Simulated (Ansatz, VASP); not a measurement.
One calculation of MnHg, two programs

File INCAR:

```
SYSTEM = MnHg
ALGO = Normal
EDIFF = 1E-6
ENCUT = 520
GGA = PE
ISIF = 2
ISMEAR = -1
ISPIN = 2
LASPH = .TRUE.
LCHARG = .TRUE.
LELF = .TRUE.
LMAXMIX = 4
LORBIT = 11
LREAL = .FALSE.
LVHAR = .TRUE.
LWAVE = .FALSE.
MAGMOM = 0 4
NBANDS = 24
NELM = 150
PREC = Accurate
SIGMA = 0.05
```

File KPOINTS:

```
k-points
0
G
  7 7 7
  0 0 0
```

Contents of POSCAR:

```
MnHg
1.0
    3.2880000000      0.0000000000      0.0000000000
    0.0000000000      3.2880000000      0.0000000000
    0.0000000000      0.0000000000      3.3130000000
Hg Mn
1 1
Direct
    0.0000000000      0.0000000000      0.0000000000
    0.5000000000      0.5000000000      0.5000000000
```

The input input.yaml:

```yaml
crystal:
  lattice:
    - [3.288, 0.0, 0.0]
    - [0.0, 3.288, 0.0]
    - [0.0, 0.0, 3.313]
  atoms:
    - { symbol: Hg, position: [0.0, 0.0, 0.0] }
    - { symbol: Mn, position: [0.5, 0.5, 0.5], spin: 4.0 }
hamiltonian:
  xc: pbe
  pseudopotentials: { kind: paw }
magnetization:
  spin_polarized: true
kpoints:
  mp_grid: { grid: [7, 7, 7] }
  band_path:
    path:
      - [[0.0, 0.0, 0.0], [0.0, 0.5, 0.0], [0.5, 0.5, 0.0], [0.0, 0.0, 0.0], [0.0, 0.0, 0.5], [0.0, 0.5, 0.5], [0.5, 0.5, 0.5], [0.0, 0.0, 0.5]]
      - [[0.0, 0.5, 0.0], [0.0, 0.5, 0.5]]
      - [[0.5, 0.5, 0.0], [0.5, 0.5, 0.5]]
    npoints: 14
scf:
  occupations: { method: fermi_dirac, width: 0.05 }
  n_extra_bands: 6
output:
  forces: true
  stress: true
  eigenvalues: true
  fatbands: false
```

Alike in both runs: functional PBE; k mesh 7 × 7 × 7; occupations fermi-dirac, width 0.05 eV; collinear spin.

|  | VASP | Ansatz |
| --- | --- | --- |
| version | VASP 6.6.1 | Ansatz 0.2.0 |
| potentials or method | VASP PAW PBE potentials, release 64 (Hg, Mn_pv) | Ansatz PAW |
| plane-wave cutoff (eV) | 520 | 420 |
| valence electrons in the cell | 25 | 35 |
| task | single point | band structure |

```tsv
	VASP	Ansatz	Ansatz less VASP
gap on the k mesh at the Fermi level (eV)	none	none	-
pressure (GPa)	2.5	2.0	-0.44
traceless stress, the component that is largest in VASP (GPa)	-0.15	-0.15	-0.003
net moment per atom (μB)	1.95	1.95	0.000
size of the moment on the site where the two differ most (μB)	3.82	3.87	+0.050
```

Site moments also hang on the region over which each program counts them. A gap of «none» marks a metal or a gap that the smearing closes. With one functional, cell and mesh, what is left measures potentials, basis and numerics. VASP's potentials hold 25 valence electrons a cell and Ansatz's 35, so a difference there can come from the potentials and not from the codes.

Spin-orbit coupling is off throughout.
